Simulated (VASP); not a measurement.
# SiMo3 (Pm-3n) in VASP: further runs, part 2 of 2

VASP 6.6.1.

## 3. Relaxation of cell and atoms, PBEsol

This run uses another cell than the first one, of 14.76 Å³/atom.

INCAR reads:

```
SYSTEM = SiMo3
  ALGO = Fast
  EDIFF = 1E-6
  EDIFFG = -0.005
  ENCUT = 600
  GGA = PS
  IBRION = 2
  ISIF = 3
  ISMEAR = 0
  LASPH = .TRUE.
  LCHARG = .FALSE.
  LREAL = .FALSE.
  LWAVE = .FALSE.
  NELM = 60
  NSW = 70
  PREC = Accurate
  SIGMA = 0.1
```

KPOINTS reads:

```
k-points
0
G
  8 8 8
  0 0 0
```

POSCAR reads:

```
SiMo3
1.0
    4.9064535158      0.0000000000      0.0000000000
    0.0000000000      4.9064535158      0.0000000000
    0.0000000000      0.0000000000      4.9064535158
Si Mo
2 6
Direct
    0.0000000000      0.0000000000      0.0000000000
    0.5000000000      0.5000000000      0.5000000000
    0.2500000000      0.0000000000      0.5000000000
    0.5000000000      0.7500000000      0.0000000000
    0.7500000000      0.0000000000      0.5000000000
    0.5000000000      0.2500000000      0.0000000000
    0.0000000000      0.5000000000      0.7500000000
    0.0000000000      0.5000000000      0.2500000000
```

Potentials or basis: VASP PAW PBE potentials, release 64 (Si, Mo_sv).

Launch:

```console
cat potpaw_PBE.64/Si/POTCAR potpaw_PBE.64/Mo_sv/POTCAR > POTCAR
mpirun -np 1 vasp_std > vasp.out
```

OUTCAR:

```text
SYSTEM = SiMo3
   EDIFF = 1E-6
   EDIFFG = -0.005
   ENCUT = 600
   GGA = PS
   IBRION = 2
   ISIF = 3
   ISMEAR = 0
   LASPH = .TRUE.
   LREAL = .FALSE.
   NELM = 60
   NSW = 70
   PREC = Accurate

 ion  position               nearest neighbor table
   1  0.000  0.000  0.000-   3 2.74   4 2.74   5 2.74   6 2.74   7 2.74   8 2.74   3 2.74   5 2.74
                             7 2.74   8 2.74   4 2.74   6 2.74
   2  0.500  0.500  0.500-   3 2.74   4 2.74   5 2.74   6 2.74   7 2.74   8 2.74   4 2.74   6 2.74
                             3 2.74   5 2.74   7 2.74   8 2.74
   3  0.250  0.000  0.500-   5 2.45   5 2.45   1 2.74   1 2.74   2 2.74   2 2.74   8 3.00   4 3.00
                             4 3.00   6 3.00   6 3.00   7 3.00   8 3.00   7 3.00
   4  0.500  0.750  0.000-   6 2.45   6 2.45   1 2.74   2 2.74   2 2.74   1 2.74   8 3.00   5 3.00
                             3 3.00   5 3.00   3 3.00   7 3.00   7 3.00   8 3.00
   5  0.750  0.000  0.500-   3 2.45   3 2.45   1 2.74   1 2.74   2 2.74   2 2.74   8 3.00   4 3.00
                             4 3.00   6 3.00   6 3.00   7 3.00   8 3.00   7 3.00
   6  0.500  0.250  0.000-   4 2.45   4 2.45   1 2.74   2 2.74   2 2.74   1 2.74   8 3.00   3 3.00
                             3 3.00   5 3.00   5 3.00   7 3.00   7 3.00   8 3.00
   7  0.000  0.500  0.750-   8 2.45   8 2.45   1 2.74   2 2.74   1 2.74   2 2.74   3 3.00   4 3.00
                             5 3.00   3 3.00   5 3.00   6 3.00   4 3.00   6 3.00
   8  0.000  0.500  0.250-   7 2.45   7 2.45   1 2.74   2 2.74   1 2.74   2 2.74   3 3.00   4 3.00
                             5 3.00   3 3.00   5 3.00   6 3.00   4 3.00   6 3.00

  LATTYP: Found a simple cubic cell.
 ALAT       =     4.9064535158

  Lattice vectors:

 A1 = (   4.9064535158,   0.0000000000,   0.0000000000)
 A2 = (   0.0000000000,   4.9064535158,   0.0000000000)
 A3 = (   0.0000000000,   0.0000000000,   4.9064535158)

Analysis of symmetry for initial positions (statically):
=====================================================================
 Subroutine PRICEL returns:
 Original cell was already a primitive cell.

 Routine SETGRP: Setting up the symmetry group for a
 simple cubic supercell.

 Subroutine GETGRP returns: Found 48 space group operations
 (whereof 24 operations were pure point group operations)
 out of a pool of 48 trial point group operations.

The static configuration has the point symmetry T_h .
 The point group associated with its full space group is O_h .

Analysis of symmetry for dynamics (positions and initial velocities):
=====================================================================
 Subroutine PRICEL returns:
 Original cell was already a primitive cell.

 Routine SETGRP: Setting up the symmetry group for a
 simple cubic supercell.

 Subroutine GETGRP returns: Found 48 space group operations
 (whereof 24 operations were pure point group operations)
 out of a pool of 48 trial point group operations.

The dynamic configuration has the point symmetry T_h .
 The point group associated with its full space group is O_h .

 Subroutine INISYM returns: Found 48 space group operations
 (whereof 24 operations are pure point group operations),
 and found     1 'primitive' translations

----------------------------------------------------------------------------------------

                                     Primitive cell

  volume of cell :     118.1145

  direct lattice vectors                    reciprocal lattice vectors
     4.906453516  0.000000000  0.000000000     0.203813202  0.000000000  0.000000000
     0.000000000  4.906453516  0.000000000     0.000000000  0.203813202  0.000000000
[... 81 lines left out ...]
   total plane-waves  NPLWV =  64000
   dimension x,y,z NGX =    40 NGY =   40 NGZ =   40
   dimension x,y,z NGXF=    80 NGYF=   80 NGZF=   80
   ions per type =               2   6
   NGX,Y,Z   is equivalent  to a cutoff of  13.55, 13.55, 13.55 a.u.
   NGXF,Y,Z  is equivalent  to a cutoff of  27.11, 27.11, 27.11 a.u.
 SYSTEM =  SiMo3
   PREC   = accura    normal or accurate (medium, high low for compatibility)
   ISTART =      0    job   : 0-new  1-cont  2-samecut
   ICHARG =      2    charge: 1-file 2-atom 10-const
   ISPIN  =      1    spin polarized calculation?
   LNONCOLLINEAR =      F non collinear calculations
   LSORBIT =      F    spin-orbit coupling
   LASPH  =      T    aspherical Exc in radial PAW
   ENCUT  =  600.0 eV  44.10 Ry    6.64 a.u.   9.80  9.80  9.80*2*pi/ulx,y,z
   NELM   =     60;   NELMIN=  2; NELMDL= -5     # of ELM steps
   EDIFF  = 0.1E-05   stopping-criterion for ELM
   LREAL  =      F    real-space projection
   EDIFFG = -.5E-02   stopping-criterion for IOM
   NSW    =     70    number of steps for IOM
   IBRION =      2    ionic relax: 0-MD 1-quasi-New 2-CG
   NFREE  =      1    steps in history (QN), initial steepest desc. (CG)
   ISIF   =      3    stress and relaxation
   ISYM   =      2    0-nonsym 1-usesym 2-fastsym
   POTIM  = 0.5000    time-step for ionic-motion
   TEBEG  =    0.0;   TEEND  =   0.0 temperature during run
   PSTRESS=    0.0 pullay stress
   NELECT =      92.0000    total number of electrons
   NUPDOWN=      -1.0000    fix difference up-down
   EMIN   =  10.00;   EMAX   =-10.00  energy-range for DOS
   EFERMI =   0.00;   METHOD = LEGACY
   ISMEAR =     0;   SIGMA  =   0.10  broadening in eV -4-tet -1-fermi 0-gaus
   EFERMI_NEDOS =   21; number of points for ismear=-14 and -15
   IALGO  =     68    algorithm
   IMIX   =      4    mixing-type and parameters
     AMIX     =   0.40;   BMIX     =  1.00
     AMIX_MAG =   1.60;   BMIX_MAG =  1.00
  volume/ion in A,a.u.               =      14.76        99.63
  Fermi-wavevector in a.u.,A,eV,Ry     =   1.506271  2.846439 30.869606  2.268852
  Thomas-Fermi vector in A             =   2.617010
   LORBIT       =      0    0 simple, 1 ext, 2 COOP (PROOUT), +10 PAW based schemes
   GGA     = PS    functional components
   LHFCALC =     F    Hartree Fock is set to
   AEXX    =    0.0000 exact exchange contribution
   IVDW    =     0    specifies the selected vdW correction
   LEPSILON=     F    determine dielectric tensor
   LRPA    =     F    only Hartree local field effects (RPA)
 conjugate gradient relaxation of ions
 non-spin polarized calculation
 RMM-DIIS sequential band-by-band and
 Gauss-broadening in eV      SIGMA  =   0.10
  energy-cutoff  :      600.00
  volume of cell :      118.11
 maximum number of plane-waves:      3956
 NGX is ok and might be reduce to    40
   NGX = 19   NGY = 19   NGZ = 19

--------------------------------------- Ionic step        1  -------------------------------------------

 number of electron      91.9999980 magnetization

 Free energy of the ion-electron system (eV)
  ---------------------------------------------------
  ext. energy  EPLUGINS =         0.00000000
  ---------------------------------------------------
  free energy    TOTEN  =       -85.05169777 eV

  energy without entropy =      -85.02952997  energy(sigma->0) =      -85.04061387

------------------------ aborting loop because EDIFF is reached ----------------------------------------

  FORCE on cell =-STRESS in cart. coord.  units (eV):
  Direction    XX          YY          ZZ          XY          YZ          ZX
  --------------------------------------------------------------------------------------
  -------------------------------------------------------------------------------------
  Total       -4.7748586     -4.7748586     -4.7748586      0.0000000      0.0000000     -0.0000000
  in kB      -64.7691253    -64.7691253    -64.7691253      0.0000000      0.0000000     -0.0000000
  external PRESSURE =     -64.7691253 kB  Pullay stress =       0.0000000 kB
[... 113 lines left out ...]
--------------------------------------- Ionic step        4  -------------------------------------------

 number of electron      91.9999981 magnetization

 Free energy of the ion-electron system (eV)
  ---------------------------------------------------
  ext. energy  EPLUGINS =         0.00000000
  ---------------------------------------------------
  free energy    TOTEN  =       -85.11351496 eV

  energy without entropy =      -85.09234005  energy(sigma->0) =      -85.10292750

 E-fermi :  12.8899     XC(G=0): -13.3122

 val. band max:       12.8844374142   @ k =   0.3750   0.3750   0.0000
 cond. band min:      12.9092408038   @ k =   0.2500   0.1250   0.1250
 fundamental gap:      0.0248033896
 Fermi energy:        12.8898583854

 k-point     1 :       0.0000    0.0000    0.0000
  band No.  band energies     occupation
      1     -48.3055      2.00000
      2     -48.1812      2.00000
      3     -48.1812      2.00000
      4     -47.8317      2.00000
      5     -47.8317      2.00000
      6     -47.8317      2.00000
[... 1381 lines left out ...]
     54      15.0650      0.00000
     55      15.1078      0.00000

 [... further k-points ...]
[... 5 lines left out ...]
  --------------------------------------------------------------------------------------
  -------------------------------------------------------------------------------------
  Total       -0.0056842     -0.0056842     -0.0056842      0.0000000      0.0000000     -0.0000000
  in kB       -0.0790954     -0.0790954     -0.0790954      0.0000000      0.0000000     -0.0000000
  external PRESSURE =      -0.0790954 kB  Pullay stress =       0.0000000 kB
[... 23 lines left out ...]
  FREE ENERGIE OF THE ION-ELECTRON SYSTEM (eV)
  ---------------------------------------------------
  free  energy   TOTEN  =       -85.1135149575 eV

  energy  without entropy=      -85.0923400513  energy(sigma->0) =      -85.10292750

 reached required accuracy - stopping structural energy minimisation
```

Run time: 18 min. Hardware: 1 thread of Oxide Virtual Turin-like, shared host; peak memory 0.34 GiB.

What came out:

| Property | Result |
| --- | --- |
| Free energy | -85.1135 eV |
| Relaxed volume | 14.39 Å³/atom |
| Relaxed cell | a = 4.865 Å, b = 4.865 Å, c = 4.865 Å, α = 90.00°, β = 90.00°, γ = 90.00° |
| Space group after relaxing (to 0.1 Å) | Pm-3n (No. 223) |
| Energy gained by relaxing | 7.7 meV/atom |
| Ionic steps | 4 |
| Pressure after relaxing | 0.0 GPa |
| Band gap on the k mesh | zero (bands 46 and 47 overlap by 2.48 eV) |

Step by step:
```tsv
step	energy change (eV)	largest force (eV/Å)	pressure (GPa)	volume (Å³)
1	0.0000	0.0000	-6.48	118.11
2	0.3290	0.0000	19.08	108.20
3	-0.0618	0.0000	-0.16	115.21
4	-0.0618	0.0000	-0.01	115.14
```

Final structure:
```yaml
crystal:
  lattice:
    - [4.86492, 0.00000, 0.00000]
    - [0.00000, 4.86492, 0.00000]
    - [0.00000, 0.00000, 4.86492]
  atoms:
    - { symbol: Si, position: [0.00000, 0.00000, 0.00000] }
    - { symbol: Si, position: [0.50000, 0.50000, 0.50000] }
    - { symbol: Mo, position: [0.25000, 0.00000, 0.50000] }
    - { symbol: Mo, position: [0.50000, 0.75000, 0.00000] }
    - { symbol: Mo, position: [0.75000, 0.00000, 0.50000] }
    - { symbol: Mo, position: [0.50000, 0.25000, 0.00000] }
    - { symbol: Mo, position: [0.00000, 0.50000, 0.75000] }
    - { symbol: Mo, position: [0.00000, 0.50000, 0.25000] }
```

Caveat: the PAW data sets were made with another functional, which shifts forces and pressure a little.

The gap in the log of VASP goes by the Fermi energy; the results here count the filled bands.